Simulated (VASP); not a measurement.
Write the native input for VASP 6.6.1 that does the following.

```yaml
Task: single point
Functional: r2SCAN
Potentials_or_basis: VASP PAW PBE potentials, release 64 (Ag)
Cutoff: 520 eV
k_mesh: 13 × 13 × 13
Occupations: fermi-dirac, width 0.1 eV
Spin: no spin polarisation
Dipole_correction: no
Further_INCAR_settings: ALGO = Normal; EDIFF = 1e-07; NBANDS = 12
```

Ag:

```xyz
1
Lattice="2.6788 0.0000 0.0000 0.0000 2.6788 0.0000 0.0000 0.0000 2.6788" Properties=species:S:1:pos:R:3 pbc="T T T"
Ag    0.0000    0.0000    0.0000
```

This isn't the form of Ag at room conditions, which is fcc.

These files were run (other wordings do the same):

POSCAR

```
Ag
1.0
    2.6787690910      0.0000000000      0.0000000000
    0.0000000000      2.6787690910      0.0000000000
    0.0000000000      0.0000000000      2.6787690910
Ag
1
Direct
    0.0000000000      0.0000000000      0.0000000000
```

INCAR.step1

```
SYSTEM = Ag
PREC = Accurate
ENCUT = 520
ISMEAR = -1
SIGMA = 0.1
LREAL = .FALSE.
LASPH = .TRUE.
NELM = 60
NBANDS = 12
GGA = PE
ALGO = Normal
EDIFF = 1E-4
LWAVE = .TRUE.
LCHARG = .FALSE.
```

INCAR.step2

```
SYSTEM = Ag
PREC = Accurate
ENCUT = 520
EDIFF = 1E-7
ISMEAR = -1
SIGMA = 0.1
LREAL = .FALSE.
LASPH = .TRUE.
NELM = 60
ALGO = Normal
ISIF = 2
LWAVE = .FALSE.
LCHARG = .FALSE.
METAGGA = R2SCAN
LMIXTAU = .TRUE.
NBANDS = 12
ISTART = 1
```

KPOINTS

```
Automatic mesh
0
G
  13 13 13
  0 0 0
```

Potentials or basis: VASP PAW PBE potentials, release 64 (Ag).

Command:

```console
$ cat potpaw_PBE.64/Ag/POTCAR > POTCAR
$ cp INCAR.step1 INCAR
$ mpirun -np 1 vasp_std > vasp.out
$ cp INCAR.step2 INCAR
$ mpirun -np 1 vasp_std > vasp.out
```

It gave:

```yaml
Pressure: 3.8 GPa
Band_gap_on_the_k_mesh: zero (an odd number of electrons rules out a gap without spin polarisation)
```

Caveat: the cell stands under pressure; the PAW data sets were made with another functional, which shifts forces and pressure a little.

Wall time 100 s on 1 thread of Intel Xeon 8259CL, with other jobs on the host, peak memory 0.14 GiB.
